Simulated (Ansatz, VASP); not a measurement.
WAu in VASP and in Ansatz

```xyz
2
Lattice="0.0000 2.7480 2.7480 2.7480 0.0000 2.7480 2.7480 2.7480 0.0000" Properties=species:S:1:pos:R:3 pbc="T T T"
W     0.0000    0.0000    0.0000
Au    4.1220    4.1220    4.1220
```

Alike in both runs: task relaxation of cell and atoms; functional PBEsol; dispersion D3(BJ); k mesh 8 × 8 × 8; occupations fermi-dirac, width 0.05 eV; no spin polarisation.

|  | VASP | Ansatz |
| --- | --- | --- |
| version | VASP 6.6.1 | Ansatz 0.2.0 |
| potentials or method | VASP PAW PBE potentials, release 64 (W_sv, Au) | Ansatz PAW |
| plane-wave cutoff (eV) | 600 | 420 |
| valence electrons in the cell | 25 | 33 |

|  | VASP | Ansatz | Ansatz less VASP |
| --- | --- | --- | --- |
| gap on the k mesh at the Fermi level, each at its own relaxed structure (eV) | none | none | - |
| relaxed volume (Å³/atom) | 23.12 | 23.11 | -0.018 |
| relaxed cell length with the largest relative difference (Å) | 4.029 | 4.028 | -0.0010 |

VASP's potentials were made for PBE, not for PBEsol. A gap of «none» marks a metal or a gap that the smearing closes. VASP's potentials hold 25 valence electrons a cell and Ansatz's 33, so a difference there can come from the potentials and not from the codes.

Spin-orbit coupling is off throughout. Noted on Ansatz's run: the plane-wave basis is chosen anew once the cell has moved, so the energies of steps on either side of that aren't comparable.
